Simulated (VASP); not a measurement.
A run of VASP 6.6.1:

Contents of INCAR:

```
SYSTEM = LaRh3C
ALGO = Normal
EDIFF = 1E-7
ENCUT = 520
GGA = CA
ISIF = 2
ISMEAR = 1
LASPH = .True.
LCHARG = .False.
LREAL = .False.
LWAVE = .False.
NBANDS = 38
NELM = 60
PREC = Accurate
SIGMA = 0.15
```

KPOINTS

```
k-points
0
Gamma
  6 6 6
  0 0 0
```

Contents of POSCAR:

```
LaRh3C
1.0
    4.2669450000      0.0000000000      0.0000000000
    0.0000000000      4.2669450000      0.0000000000
    0.0000000000      0.0000000000      4.2669450000
La Rh C
1 3 1
Direct
    0.5000000000      0.5000000000      0.5000000000
    0.5000000000      0.0000000000      0.0000000000
    0.0000000000      0.5000000000      0.0000000000
    0.0000000000      0.0000000000      0.5000000000
    0.0000000000      0.0000000000      0.0000000000
```

Potentials or basis: VASP PAW LDA potentials, release 64 (La, Rh_pv, C).

Run with:

```sh
$ cat potpaw_LDA.64/La/POTCAR potpaw_LDA.64/Rh_pv/POTCAR potpaw_LDA.64/C/POTCAR > POTCAR
$ mpirun -np 1 vasp_std > vasp.out
```

Hardware: 1 thread of AMD EPYC 7R13 Processor (Zen 3) (shared host).

Problem. Estimate the wall time of this run.

Solution. Run time: 58 s on 1 thread of AMD EPYC 7R13 Processor (Zen 3) (shared host), peak memory 0.16 GiB. Counts: scf iterations 14, k points 20.
